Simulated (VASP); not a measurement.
# Si2Sn in VASP: notebook, part 2 of 2

VASP 6.6.1. Earlier steps stand in the parts before.

## (4) Single point, PBE

This run uses another cell than the first one: it holds 6 atoms, not 3.

The input, INCAR:

```
SYSTEM = Si2Sn
  PREC = Accurate
  ENCUT = 500
  EDIFF = 1E-6
  ISMEAR = 0
  SIGMA = 0.2
  LREAL = .False.
  LASPH = .True.
  NELM = 120
  ALGO = Normal
  ISIF = 2
  LWAVE = .False.
  LCHARG = .True.
  GGA = PE
  LELF = .True.
  LVHAR = .True.
  NBANDS = 31
  GGA_COMPAT = .False.
```

The input, KPOINTS:

```
Automatic mesh
0
Gamma
  4 4 3
  0 0 0
```

The input, POSCAR:

```
Si2Sn
1.0
    5.1763363921      0.0000000028      0.0000000000
   -2.5881681985      4.4828388126      0.0000000000
    0.0000000000      0.0000000000      5.6611921286
Si Sn
4 2
Direct
    0.5000000000      0.0000000000      0.5000000000
    0.0000000000      0.5000000000      0.5000000000
    0.5000000000      0.5000000000      0.5000000000
    0.0000000000      0.0000000000      0.0000000000
    0.3333333333      0.6666666667      0.0000000000
    0.6666666667      0.3333333333      0.0000000000
```

Potentials or basis: VASP PAW PBE potentials, release 64 (Si, Sn_d).

Launch:

```sh
> cat potpaw_PBE.64/Si/POTCAR potpaw_PBE.64/Sn_d/POTCAR > POTCAR
> mpirun -np 1 vasp_std > vasp.out
```

OUTCAR:

```text
SYSTEM = Si2Sn
   PREC = Accurate
   ENCUT = 500
   EDIFF = 1E-6
   ISMEAR = 0
   LREAL = .False.
   LASPH = .True.
   NELM = 120
   ISIF = 2
   GGA = PE

 ion  position               nearest neighbor table
   1  0.500  0.000  0.500-   2 2.59   2 2.59   3 2.59   3 2.59   5 3.20   6 3.20   5 3.20   6 3.20

   2  0.000  0.500  0.500-   1 2.59   1 2.59   3 2.59   3 2.59   5 3.20   6 3.20   5 3.20   6 3.20

   3  0.500  0.500  0.500-   1 2.59   1 2.59   2 2.59   2 2.59   5 3.20   6 3.20   5 3.20   6 3.20

   4  0.000  0.000  0.000-   5 2.99   6 2.99   5 2.99   6 2.99   6 2.99   5 2.99
   5  0.333  0.667  0.000-   6 2.99   6 2.99   4 2.99   4 2.99   4 2.99   6 2.99   1 3.20   1 3.20
                             2 3.20   2 3.20   3 3.20   3 3.20
   6  0.667  0.333  0.000-   5 2.99   5 2.99   4 2.99   4 2.99   4 2.99   5 2.99   1 3.20   1 3.20
                             2 3.20   2 3.20   3 3.20   3 3.20

  LATTYP: Found a hexagonal cell.
 ALAT       =     5.1763363921
 C/A-ratio  =     1.0936677410

  Lattice vectors:

 A1 = (   5.1763363921,   0.0000000028,   0.0000000000)
 A2 = (  -2.5881681985,   4.4828388126,   0.0000000000)
 A3 = (   0.0000000000,   0.0000000000,   5.6611921286)

Analysis of symmetry for initial positions (statically):
=====================================================================
 Subroutine PRICEL returns:
 Original cell was already a primitive cell.

 Routine SETGRP: Setting up the symmetry group for a
 hexagonal supercell.

 Subroutine GETGRP returns: Found 24 space group operations
 (whereof 24 operations were pure point group operations)
 out of a pool of 24 trial point group operations.

The static configuration has the point symmetry D_6h.

Analysis of symmetry for dynamics (positions and initial velocities):
=====================================================================
 Subroutine PRICEL returns:
 Original cell was already a primitive cell.

 Routine SETGRP: Setting up the symmetry group for a
 hexagonal supercell.

 Subroutine GETGRP returns: Found 24 space group operations
 (whereof 24 operations were pure point group operations)
 out of a pool of 24 trial point group operations.

The dynamic configuration has the point symmetry D_6h.

 Subroutine INISYM returns: Found 24 space group operations
 (whereof 24 operations are pure point group operations),
 and found     1 'primitive' translations

----------------------------------------------------------------------------------------

                                     Primitive cell

  volume of cell :     131.3662

  direct lattice vectors                    reciprocal lattice vectors
     5.176336392  0.000000003  0.000000000     0.193186826  0.111536466  0.000000000
    -2.588168199  4.482838813  0.000000000    -0.000000000  0.223072932  0.000000000
     0.000000000  0.000000000  5.661192129     0.000000000  0.000000000  0.176641240

  length of vectors
     5.176336392  5.176336392  5.661192129     0.223072932  0.223072932  0.176641240

  position of ions in fractional coordinates (direct lattice)
     0.500000000  0.000000000  0.500000000
     0.000000000  0.500000000  0.500000000
     0.500000000  0.500000000  0.500000000
     0.000000000  0.000000000  0.000000000
[... 40 lines left out ...]
  0.000000  0.000000  0.000000      1.000000
  0.250000  0.000000  0.000000      6.000000
  0.500000  0.000000  0.000000      3.000000
  0.250000  0.250000  0.000000      6.000000
  0.000000  0.000000  0.333333      2.000000
  0.250000  0.000000  0.333333     12.000000
  0.500000  0.000000  0.333333      6.000000
  0.250000  0.250000  0.333333     12.000000
   k-points           NKPTS =      8   k-points in BZ     NKDIM =      8   number of bands    NBANDS=     31
   number of dos      NEDOS =    301   number of ions     NIONS =      6
   total plane-waves  NPLWV =  67200
   dimension x,y,z NGX =    40 NGY =   40 NGZ =   42
   dimension x,y,z NGXF=    80 NGYF=   80 NGZF=   84
   ions per type =               4   2
   NGX,Y,Z   is equivalent  to a cutoff of  12.85, 12.85, 12.33 a.u.
   NGXF,Y,Z  is equivalent  to a cutoff of  25.69, 25.69, 24.67 a.u.
 SYSTEM =  Si2Sn
   PREC   = accura    normal or accurate (medium, high low for compatibility)
   ISTART =      0    job   : 0-new  1-cont  2-samecut
   ICHARG =      2    charge: 1-file 2-atom 10-const
   ISPIN  =      1    spin polarized calculation?
   LNONCOLLINEAR =      F non collinear calculations
   LSORBIT =      F    spin-orbit coupling
   LASPH  =      T    aspherical Exc in radial PAW
   ENCUT  =  500.0 eV  36.75 Ry    6.06 a.u.   9.44  9.44 10.32*2*pi/ulx,y,z
   NELM   =    120;   NELMIN=  2; NELMDL= -5     # of ELM steps
   EDIFF  = 0.1E-05   stopping-criterion for ELM
   LREAL  =      F    real-space projection
   EDIFFG = 0.1E-04   stopping-criterion for IOM
   NSW    =      0    number of steps for IOM
   IBRION =     -1    ionic relax: 0-MD 1-quasi-New 2-CG
   NFREE  =      0    steps in history (QN), initial steepest desc. (CG)
   ISIF   =      2    stress and relaxation
   ISYM   =      2    0-nonsym 1-usesym 2-fastsym
   POTIM  = 0.5000    time-step for ionic-motion
   TEBEG  =    0.0;   TEEND  =   0.0 temperature during run
   PSTRESS=    0.0 pullay stress
   NELECT =      44.0000    total number of electrons
   NUPDOWN=      -1.0000    fix difference up-down
   EMIN   =  10.00;   EMAX   =-10.00  energy-range for DOS
   EFERMI =   0.00;   METHOD = LEGACY
   ISMEAR =     0;   SIGMA  =   0.20  broadening in eV -4-tet -1-fermi 0-gaus
   EFERMI_NEDOS =   21; number of points for ismear=-14 and -15
   IALGO  =     38    algorithm
   IMIX   =      4    mixing-type and parameters
     AMIX     =   0.40;   BMIX     =  1.00
     AMIX_MAG =   1.60;   BMIX_MAG =  1.00
  volume/ion in A,a.u.               =      21.89       147.75
  Fermi-wavevector in a.u.,A,eV,Ry     =   1.136923  2.148474 17.586821  1.292595
  Thomas-Fermi vector in A             =   2.273629
   LORBIT       =      0    0 simple, 1 ext, 2 COOP (PROOUT), +10 PAW based schemes
   GGA     = PE    functional components
   LHFCALC =     F    Hartree Fock is set to
   AEXX    =    0.0000 exact exchange contribution
   IVDW    =     0    specifies the selected vdW correction
   LEPSILON=     F    determine dielectric tensor
   LRPA    =     F    only Hartree local field effects (RPA)
 non-spin polarized calculation
 Gauss-broadening in eV      SIGMA  =   0.20
  energy-cutoff  :      500.00
  volume of cell :      131.37
 maximum number of plane-waves:      3345
 NGX is ok and might be reduce to    40

 number of electron      44.0000007 magnetization

 Free energy of the ion-electron system (eV)
  ---------------------------------------------------
  ext. energy  EPLUGINS =         0.00000000
  ---------------------------------------------------
  free energy    TOTEN  =       -25.70236335 eV

  energy without entropy =      -25.65757938  energy(sigma->0) =      -25.67997136

 E-fermi :   7.2123     XC(G=0): -10.0512

 val. band max:        7.1283588641   @ k =   0.2500   0.2500   0.0000
 cond. band min:       7.2298841539   @ k =   0.5000   0.0000   0.0000
 fundamental gap:      0.1015252899
 Fermi energy:         7.2123463856

 k-point     1 :       0.0000    0.0000    0.0000
  band No.  band energies     occupation
      1     -14.3521      2.00000
      2     -14.3134      2.00000
      3     -14.3134      2.00000
      4     -14.2839      2.00000
      5     -14.2839      2.00000
      6     -14.1970      2.00000
[... 261 lines left out ...]
     30      11.3527      0.00000
     31      11.8054      0.00000

------------------------ aborting loop because EDIFF is reached ----------------------------------------

  FORCE on cell =-STRESS in cart. coord.  units (eV):
  Direction    XX          YY          ZZ          XY          YZ          ZX
  --------------------------------------------------------------------------------------
  -------------------------------------------------------------------------------------
  Total        0.2504000      0.2504000      0.4271752     -0.0000000     -0.0000000      0.0000000
  in kB        3.0539459      3.0539459      5.2099449     -0.0000000     -0.0000000      0.0000000
  external PRESSURE =       3.7726122 kB  Pullay stress =       0.0000000 kB

 VOLUME and BASIS-vectors are now :
 -----------------------------------------------------------------------------
  energy-cutoff  :      500.00
  volume of cell :      131.37
      direct lattice vectors                 reciprocal lattice vectors
     5.176336392  0.000000003  0.000000000     0.193186826  0.111536466  0.000000000
    -2.588168199  4.482838813  0.000000000    -0.000000000  0.223072932  0.000000000
     0.000000000  0.000000000  5.661192129     0.000000000  0.000000000  0.176641240

 POSITION                                       TOTAL-FORCE (eV/Angst)
 -----------------------------------------------------------------------------------
      2.58817      0.00000      2.83060        -0.000000      0.000000      0.000000
     -1.29408      2.24142      2.83060        -0.000000      0.000000      0.000000
      1.29408      2.24142      2.83060        -0.000000      0.000000      0.000000
      0.00000      0.00000      0.00000        -0.000000      0.000000      0.000000
     -0.00000      2.98856      0.00000         0.000000     -0.000000      0.000000
      2.58817      1.49428      0.00000         0.000000      0.000000      0.000000
 -----------------------------------------------------------------------------------
    total drift:                                0.000000     -0.000000      0.000000

  FREE ENERGIE OF THE ION-ELECTRON SYSTEM (eV)
  ---------------------------------------------------
  free  energy   TOTEN  =       -25.7023633502 eV

  energy  without entropy=      -25.6575793789  energy(sigma->0) =      -25.67997136
```

Wall time 23 s (1 thread of AMD EPYC 9R45 (Zen 5), shared host); peak memory 0.21 GiB.

What came out:

- Free energy: -25.7024 eV
- Pressure: 0.4 GPa
- Band gap on the k mesh: zero (bands 22 and 23 overlap by 2.79 eV)

Levels at points of the mesh, in eV from the Fermi level:
| k point | band 20 | band 21 | band 22 | band 23 | band 24 | band 25 |
| --- | --- | --- | --- | --- | --- | --- |
| (0.00, 0.00, 0.00) | -2.32 | -1.04 | -1.04 | -0.74 | -0.74 | 0.55 |
| (0.50, 0.00, 0.00) | -2.86 | 0.02 | 0.51 | 0.82 | 0.94 | 1.69 |

Caveat: the k points lie up to 0.37 Å⁻¹ apart, too coarse for converged energies and pressures of a metal; spin-orbit coupling is left out, which moves the levels of the heavy elements.

## (5) The runs side by side

```tsv
cell	k mesh	gap on the mesh (eV)	pressure (GPa)	largest force (eV/Å)
a = 2.949, b = 2.949, c = 7.984 Å, angles 90.0, 90.0, 120.0°, 3 atoms, atomic positions A	7 × 7 × 3	none	0.2	0.02
a = 4.583, b = 4.583, c = 3.153 Å, angles 90.0, 90.0, 120.0°, 3 atoms, atomic positions B	5 × 5 × 6	none	-0.4	0.02
a = 5.176, b = 5.176, c = 5.661 Å, angles 90.0, 90.0, 120.0°, 6 atoms, atomic positions C	4 × 4 × 3	none	0.4	-
```

Alike in all rows: task single point; level PBE; potentials or basis VASP PAW PBE potentials, release 64 (Si, Sn_d); no spin polarisation; cutoff (eV) 500; smearing gaussian 0.2 eV.

Caveats: some runs use coarse meshes; spin-orbit coupling is left out, which moves the levels of the heavy elements.

Total energies depend on the potentials used, so only differences within one code and one set of settings carry meaning.
